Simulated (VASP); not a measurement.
# Ag (Fm-3m) in VASP: notebook

The runs below take Ag through single point, with PBE.

Everything below comes from runs of VASP 6.6.1. Logs are shortened: lines on timing, memory, paths and dates and some standing lists are left out, and cuts for length are marked.

## Step 1: The cell of the first run

Symmetry: Fm-3m, No. 225, cubic system. Conventional cell: a = 4.147 Å, b = 4.147 Å, c = 4.147 Å, α = 90.00°, β = 90.00°, γ = 90.00°. Ag (site symmetry m-3m) has 12 Ag at 2.93 Å within 3.9 Å.

## Step 2: Single point, PBE

INCAR reads:

```
SYSTEM = Ag
PREC = Accurate ; ENCUT = 520
EDIFF = 1E-7 ; ISMEAR = 0
SIGMA = 0.1 ; LREAL = .False.
LASPH = .True. ; NELM = 100
ALGO = Normal ; ISIF = 2
LWAVE = .False. ; LCHARG = .False.
GGA = PE ; NBANDS = 12
```

KPOINTS reads:

```
Automatic mesh
0
Gamma
  18 18 18
  0 0 0
```

POSCAR reads:

```
Ag
1.0
    0.0000000000      2.0735893382      2.0735893382
    2.0735893382      0.0000000000      2.0735893382
    2.0735893382      2.0735893382      0.0000000000
Ag
1
Direct
    0.0000000000      0.0000000000      0.0000000000
```

Potentials or basis: VASP PAW PBE potentials, release 64 (Ag).

Launch:

```console
> cat potpaw_PBE.64/Ag/POTCAR > POTCAR
> mpirun -np 1 vasp_std > vasp.out
```

OUTCAR:

```text
SYSTEM = Ag
   PREC = Accurate
   ENCUT = 520
   EDIFF = 1E-7
   ISMEAR = 0
   LREAL = .False.
   LASPH = .True.
   NELM = 100
   ISIF = 2
   GGA = PE

 ion  position               nearest neighbor table
   1  0.000  0.000  0.000-

  LATTYP: Found a face centered cubic cell.
 ALAT       =     4.1471786764

  Lattice vectors:

 A1 = (   0.0000000000,   2.0735893382,   2.0735893382)
 A2 = (   2.0735893382,   0.0000000000,   2.0735893382)
 A3 = (   2.0735893382,   2.0735893382,   0.0000000000)

Analysis of symmetry for initial positions (statically):
=====================================================================
 Subroutine PRICEL returns:
 Original cell was already a primitive cell.

 Routine SETGRP: Setting up the symmetry group for a
 face centered cubic supercell.

 Subroutine GETGRP returns: Found 48 space group operations
 (whereof 48 operations were pure point group operations)
 out of a pool of 48 trial point group operations.

The static configuration has the point symmetry O_h .

Analysis of symmetry for dynamics (positions and initial velocities):
=====================================================================
 Subroutine PRICEL returns:
 Original cell was already a primitive cell.

 Routine SETGRP: Setting up the symmetry group for a
 face centered cubic supercell.

 Subroutine GETGRP returns: Found 48 space group operations
 (whereof 48 operations were pure point group operations)
 out of a pool of 48 trial point group operations.

The dynamic configuration has the point symmetry O_h .

 Subroutine INISYM returns: Found 48 space group operations
 (whereof 48 operations are pure point group operations),
 and found     1 'primitive' translations

----------------------------------------------------------------------------------------

                                     Primitive cell

  volume of cell :      17.8319

  direct lattice vectors                    reciprocal lattice vectors
     0.000000000  2.073589338  2.073589338    -0.241127783  0.241127783  0.241127783
     2.073589338  0.000000000  2.073589338     0.241127783 -0.241127783  0.241127783
     2.073589338  2.073589338  0.000000000     0.241127783  0.241127783 -0.241127783

  length of vectors
     2.932498165  2.932498165  2.932498165     0.417645571  0.417645571  0.417645571

  position of ions in fractional coordinates (direct lattice)
     0.000000000  0.000000000  0.000000000

  ion indices of the primitive-cell ions
   primitive index   ion index
                 1           1

----------------------------------------------------------------------------------------

 KPOINTS: Automatic mesh

Automatic generation of k-mesh.
 Grid dimensions read from file:
 generate k-points for:   18   18   18

 Generating k-lattice:

  Cartesian coordinates                     Fractional coordinates (reciprocal lattice)
    -0.013395988  0.013395988  0.013395988     0.055555556  0.000000000  0.000000000
     0.013395988 -0.013395988  0.013395988     0.000000000  0.055555556  0.000000000
     0.013395988  0.013395988 -0.013395988     0.000000000  0.000000000  0.055555556

  Length of vectors
     0.023202532  0.023202532  0.023202532

  Shift w.r.t. Gamma in fractional coordinates (k-lattice)
     0.000000000  0.000000000  0.000000000

 Subroutine IBZKPT returns following result:
 ===========================================

 Found    195 irreducible k-points:

 Following reciprocal coordinates:
            Coordinates               Weight
  0.000000  0.000000  0.000000      1.000000
  0.055556  0.000000  0.000000      8.000000
  0.111111  0.000000  0.000000      8.000000
  0.166667  0.000000  0.000000      8.000000
  0.222222  0.000000  0.000000      8.000000
  0.277778  0.000000  0.000000      8.000000
[... 16 lines left out ...]
 -0.277778  0.055556  0.000000     24.000000
 -0.222222  0.055556  0.000000     24.000000
 [... further k-points ...]
   k-points           NKPTS =    195   k-points in BZ     NKDIM =    195   number of bands    NBANDS=     12
   number of dos      NEDOS =    301   number of ions     NIONS =      1
   total plane-waves  NPLWV =  13824
   dimension x,y,z NGX =    24 NGY =   24 NGZ =   24
   dimension x,y,z NGXF=    48 NGYF=   48 NGZF=   48
   ions per type =               1
   NGX,Y,Z   is equivalent  to a cutoff of  13.61, 13.61, 13.61 a.u.
   NGXF,Y,Z  is equivalent  to a cutoff of  27.21, 27.21, 27.21 a.u.
 SYSTEM =  Ag
   PREC   = accura    normal or accurate (medium, high low for compatibility)
   ISTART =      0    job   : 0-new  1-cont  2-samecut
   ICHARG =      2    charge: 1-file 2-atom 10-const
   ISPIN  =      1    spin polarized calculation?
   LNONCOLLINEAR =      F non collinear calculations
   LSORBIT =      F    spin-orbit coupling
   LASPH  =      T    aspherical Exc in radial PAW
   ENCUT  =  520.0 eV  38.22 Ry    6.18 a.u.   5.45  5.45  5.45*2*pi/ulx,y,z
   NELM   =    100;   NELMIN=  2; NELMDL= -5     # of ELM steps
   EDIFF  = 0.1E-06   stopping-criterion for ELM
   LREAL  =      F    real-space projection
   EDIFFG = 0.1E-05   stopping-criterion for IOM
   NSW    =      0    number of steps for IOM
   IBRION =     -1    ionic relax: 0-MD 1-quasi-New 2-CG
   NFREE  =      0    steps in history (QN), initial steepest desc. (CG)
   ISIF   =      2    stress and relaxation
   ISYM   =      2    0-nonsym 1-usesym 2-fastsym
   POTIM  = 0.5000    time-step for ionic-motion
   TEBEG  =    0.0;   TEEND  =   0.0 temperature during run
   PSTRESS=    0.0 pullay stress
   NELECT =      11.0000    total number of electrons
   NUPDOWN=      -1.0000    fix difference up-down
   EMIN   =  10.00;   EMAX   =-10.00  energy-range for DOS
   EFERMI =   0.00;   METHOD = LEGACY
   ISMEAR =     0;   SIGMA  =   0.10  broadening in eV -4-tet -1-fermi 0-gaus
   EFERMI_NEDOS =   21; number of points for ismear=-14 and -15
   IALGO  =     38    algorithm
   IMIX   =      4    mixing-type and parameters
     AMIX     =   0.40;   BMIX     =  1.00
     AMIX_MAG =   1.60;   BMIX_MAG =  1.00
  volume/ion in A,a.u.               =      17.83       120.34
  Fermi-wavevector in a.u.,A,eV,Ry     =   1.393605  2.633531 26.424343  1.942134
  Thomas-Fermi vector in A             =   2.517235
   LORBIT       =      0    0 simple, 1 ext, 2 COOP (PROOUT), +10 PAW based schemes
   GGA     = PE    functional components
   LHFCALC =     F    Hartree Fock is set to
   AEXX    =    0.0000 exact exchange contribution
   IVDW    =     0    specifies the selected vdW correction
   LEPSILON=     F    determine dielectric tensor
   LRPA    =     F    only Hartree local field effects (RPA)
 non-spin polarized calculation
 Gauss-broadening in eV      SIGMA  =   0.10
  energy-cutoff  :      520.00
  volume of cell :       17.83
 maximum number of plane-waves:       531
 NGX is ok and might be reduce to    24
   NGX = 11   NGY = 11   NGZ = 11

 number of electron      11.0000000 magnetization

 Free energy of the ion-electron system (eV)
  ---------------------------------------------------
  ext. energy  EPLUGINS =         0.00000000
  ---------------------------------------------------
  free energy    TOTEN  =        -2.72080511 eV

  energy without entropy =       -2.71971976  energy(sigma->0) =       -2.72026244

 E-fermi :   7.7913     XC(G=0): -11.9442

 val. band max:        7.7608055903   @ k =   0.5000   0.1667   0.0556
 cond. band min:       7.9008505676   @ k =   0.5000   0.3333   0.1111
 fundamental gap:      0.1400449773
 Fermi energy:         7.7913148356

 k-point     1 :       0.0000    0.0000    0.0000
  band No.  band energies     occupation
      1       0.3783      2.00000
      2       3.1732      2.00000
      3       3.1732      2.00000
      4       3.1732      2.00000
      5       4.1277      2.00000
      6       4.1277      2.00000
      7      23.7430      0.00000
      8      27.0561      0.00000
      9      27.0561      0.00000
     10      27.0561      0.00000
     11      31.7566      0.00000
     12      32.6194      0.00000

 k-point     2 :       0.0556    0.0000    0.0000
  band No.  band energies     occupation
      1       0.4717      2.00000
      2       3.1528      2.00000
      3       3.1983      2.00000
      4       3.1983      2.00000
      5       4.1183      2.00000
      6       4.1183      2.00000
      7      23.7480      0.00000
      8      26.2148      0.00000
      9      27.0813      0.00000
     10      27.0813      0.00000
     11      31.7674      0.00000
     12      32.5327      0.00000

 k-point     3 :       0.1111    0.0000    0.0000
  band No.  band energies     occupation
      1       0.7415      2.00000
      2       3.1056      2.00000
      3       3.2636      2.00000
      4       3.2636      2.00000
      5       4.0998      2.00000
      6       4.0998      2.00000
      7      23.3893      0.00000
      8      24.8998      0.00000
      9      27.1354      0.00000
     10      27.1354      0.00000
     11      30.9472      0.00000
     12      32.2076      0.00000

 k-point     4 :       0.1667    0.0000    0.0000
  band No.  band energies     occupation
      1       1.1456      2.00000
      2       3.0852      2.00000
      3       3.3362      2.00000
      4       3.3362      2.00000
      5       4.1045      2.00000
      6       4.1045      2.00000
      7      21.7662      0.00000
      8      24.5637      0.00000
      9      27.1539      0.00000
     10      27.1539      0.00000
     11      30.2614      0.00000
     12      31.6050      0.00000

 k-point     5 :       0.2222    0.0000    0.0000
  band No.  band energies     occupation
      1       1.5611      2.00000
      2       3.2275      2.00000
      3       3.3675      2.00000
      4       3.3675      2.00000
      5       4.1774      2.00000
      6       4.1774      2.00000
      7      19.6906      0.00000
      8      24.4114      0.00000
      9      27.0369      0.00000
     10      27.0369      0.00000
     11      30.1019      0.00000
     12      30.9263      0.00000
[... 228 lines left out ...]
      1       1.8008      2.00000
      2       3.1762      2.00000
      3       3.2295      2.00000
      4       4.5935      2.00000
      5       4.6691      2.00000
      6       6.4324      2.00000
      7      13.0476      0.00000
      8      22.9984      0.00000
      9      24.6214      0.00000
     10      25.8530      0.00000
     11      30.0906      0.00000
     12      30.4352      0.00000

 k-point    22 :      -0.3333    0.0556    0.0000
  band No.  band energies     occupation
      1       1.8571      2.00000
      2       3.2386      2.00000
      3       3.2862      2.00000
      4       4.3202      2.00000
      5       4.4750      2.00000
      6       5.3974      2.00000
      7      14.9044      0.00000
      8      23.2242      0.00000
      9      24.9553      0.00000
     10      26.7241      0.00000
     11      29.9216      0.00000
     12      30.1626      0.00000

 k-point    23 :      -0.2778    0.0556    0.0000
  band No.  band energies     occupation
      1       1.8765      2.00000
      2       3.2970      2.00000
      3       3.3535      2.00000
      4       3.7992      2.00000
      5       4.2636      2.00000
      6       4.7499      2.00000
      7      16.9331      0.00000
      8      23.5122      0.00000
      9      25.4690      0.00000
     10      27.7195      0.00000
     11      29.6397      0.00000
     12      29.7951      0.00000

 k-point    24 :      -0.2222    0.0556    0.0000
  band No.  band energies     occupation
      1       1.7387      2.00000
      2       3.1983      2.00000
      3       3.4006      2.00000
      4       3.4276      2.00000
      5       4.0869      2.00000
      6       4.4296      2.00000
      7      19.0452      0.00000
      8      23.8001      0.00000
      9      26.0131      0.00000
     10      28.4122      0.00000
     11      29.1642      0.00000
     12      30.0696      0.00000

 [... further k-points ...]
[... 5 lines left out ...]
  --------------------------------------------------------------------------------------
  -------------------------------------------------------------------------------------
  Total       -0.0118403     -0.0118403     -0.0118403      0.0000000      0.0000000     -0.0000000
  in kB       -1.0638344     -1.0638344     -1.0638344      0.0000000      0.0000000     -0.0000000
  external PRESSURE =      -1.0638344 kB  Pullay stress =       0.0000000 kB

 VOLUME and BASIS-vectors are now :
 -----------------------------------------------------------------------------
  energy-cutoff  :      520.00
  volume of cell :       17.83
      direct lattice vectors                 reciprocal lattice vectors
     0.000000000  2.073589338  2.073589338    -0.241127783  0.241127783  0.241127783
     2.073589338  0.000000000  2.073589338     0.241127783 -0.241127783  0.241127783
     2.073589338  2.073589338  0.000000000     0.241127783  0.241127783 -0.241127783

 POSITION                                       TOTAL-FORCE (eV/Angst)
 -----------------------------------------------------------------------------------
      0.00000      0.00000      0.00000         0.000000      0.000000      0.000000
 -----------------------------------------------------------------------------------
    total drift:                               -0.000000      0.000000      0.000000

  FREE ENERGIE OF THE ION-ELECTRON SYSTEM (eV)
  ---------------------------------------------------
  free  energy   TOTEN  =        -2.7208051094 eV

  energy  without entropy=       -2.7197197628  energy(sigma->0) =       -2.72026244
```

It took 13 s on 1 thread of Intel Xeon Platinum 8559C (Emerald Rapids), shared host; peak memory 0.17 GiB.

Results:

```yaml
Free_energy: -2.7208 eV
Pressure: -0.1 GPa
```

## Step 3: Single point, PBE (volume scaled by 1.03)

INCAR reads:

```
PREC = Accurate
ENCUT = 520
EDIFF = 1E-7
ISMEAR = 0
SIGMA = 0.1
LREAL = False
LASPH = True
NELM = 100
ALGO = Normal
ISIF = 2
LWAVE = False
LCHARG = True
GGA = PE
LELF = True
LVHAR = True
NBANDS = 12
```

KPOINTS reads:

```
regular mesh
0
Gamma
  18 18 18
```

POSCAR reads:

```
Ag
1.0
    0.0000000000      2.0941212610      2.0941212610
    2.0941212610      0.0000000000      2.0941212610
    2.0941212610      2.0941212610      0.0000000000
Ag
1
Direct
    0.0000000000      0.0000000000      0.0000000000
```

Potentials or basis: VASP PAW PBE potentials, release 64 (Ag).

Launch:

```console
> cat potpaw_PBE.64/Ag/POTCAR > POTCAR
> mpirun -np 1 vasp_std > vasp.out
```

Wall time 14 s (1 thread of Intel Xeon Platinum 8559C (Emerald Rapids), shared host); peak memory 0.17 GiB.

It converged, with:

```yaml
Free_energy: -2.7165 eV
Pressure: -2.6 GPa
```

Levels at points of the mesh, in eV from the Fermi level:
| k point | band 4 | band 5 | band 6 | band 7 | band 8 | band 9 |
| --- | --- | --- | --- | --- | --- | --- |
| (0.00, 0.00, 0.00) | -4.53 | -3.62 | -3.62 | 15.87 | 19.01 | 19.01 |
| (0.50, 0.00, 0.00) | -2.92 | -2.92 | -0.18 | 3.23 | 15.09 | 17.13 |
| (0.50, 0.50, 0.00) | -2.74 | -2.74 | 1.70 | 6.21 | 10.31 | 10.31 |

## Step 4: Single point, PBE (volume scaled by 1.06)

INCAR reads:

```
ALGO = Normal ; EDIFF = 1E-6
ENCUT = 520 ; GGA = PE
ISIF = 2 ; ISMEAR = 0
LASPH = T ; LCHARG = F
LREAL = F ; LWAVE = F
NBANDS = 12 ; NELM = 100
PREC = Accurate ; SIGMA = 0.1
```

KPOINTS reads:

```
k-points
0
Gamma
  18 18 18
```

POSCAR reads:

```
Ag
1.0
    0.0000000000      2.1142582777      2.1142582777
    2.1142582777      0.0000000000      2.1142582777
    2.1142582777      2.1142582777      0.0000000000
Ag
1
Direct
    0.0000000000      0.0000000000      0.0000000000
```

Launch:

```console
> cat potpaw_PBE.64/Ag/POTCAR > POTCAR
> mpirun -np 1 vasp_std > vasp.out
```

Wall time 12 s (1 thread of Intel Xeon Platinum 8559C (Emerald Rapids), shared host); peak memory 0.16 GiB.

It converged, with:

```yaml
Free_energy: -2.7047 eV
Pressure: -4.6 GPa
```

Levels at points of the mesh, in eV from the Fermi level:
```tsv
k point	band 2	band 3	band 4	band 5	band 6	band 7	band 8	band 9	band 10	band 11
(0.00, 0.00, 0.00)	-4.45	-4.45	-4.45	-3.59	-3.59	15.78	18.75	18.75	18.75	23.33
(0.50, 0.00, 0.00)	-4.46	-4.46	-2.92	-2.92	-0.11	3.08	15.00	16.82	16.82	21.44
(0.50, 0.50, 0.00)	-5.70	-2.95	-2.75	-2.75	1.71	5.99	10.16	10.16	15.97	16.02
```

## Step 5: The runs side by side

| cell | gap on the mesh (eV) | pressure (GPa) |
| --- | --- | --- |
| a = 2.932 Å, angles 60.0°, 1 atom | none | -0.1 |
| a = 2.962 Å, angles 60.0°, 1 atom | none | -2.6 |
| a = 2.990 Å, angles 60.0°, 1 atom | none | -4.6 |

Alike in all rows: task single point; level PBE; potentials or basis VASP PAW PBE potentials, release 64 (Ag); no spin polarisation; k mesh 18 × 18 × 18; cutoff (eV) 520; smearing gaussian 0.1 eV.

Absolute energies hang on the potentials; compare differences alone.
